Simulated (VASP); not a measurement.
Here is a VASP 6.6.1 calculation.

Contents of INCAR:

```
ALGO = Normal
EDIFF = 1E-6
ENCUT = 520
GGA = PS
ISIF = 2
ISMEAR = -1
LASPH = True
LCHARG = False
LREAL = False
LWAVE = False
NBANDS = 26
NELM = 80
PREC = Accurate
SIGMA = 0.05
```

KPOINTS

```
k-points
0
Gamma
  8 8 8
```

The input POSCAR:

```
GaP
1.0
    1.9033506749      1.0989000245      6.2995322420
   -1.9033506749      1.0989000245      6.2995322420
    0.0000000000     -2.1978000491      6.2995322420
Ga P
2 2
Direct
    0.5646280000      0.5646280000      0.5646280000
    0.4353720000      0.4353720000      0.4353720000
    0.9426110000      0.9426110000      0.9426110000
    0.0573890000      0.0573890000      0.0573890000
```

Potentials or basis: VASP PAW PBE potentials, release 64 (Ga_d, P).

Launch:

```sh
$ cat potpaw_PBE.64/Ga_d/POTCAR potpaw_PBE.64/P/POTCAR > POTCAR
$ mpirun -np 1 vasp_std > vasp.out
```

Problem. Estimate the band gap on the k mesh.

Solution. 0.73 eV, indirect (least direct gap 1.12 eV).

Problem. Predict the pressure.

Solution. 1.9 GPa.

Problem. What does it give for the largest force?

Solution. 0.266 eV/Å.

Stress tensor (GPa, compression positive):
```
1.46 0.00 0.00
0.00 1.46 0.00
0.00 0.00 2.73
```

Caveat: the PAW data sets were made with another functional, which shifts forces and pressure a little. A k mesh can miss the band edges.
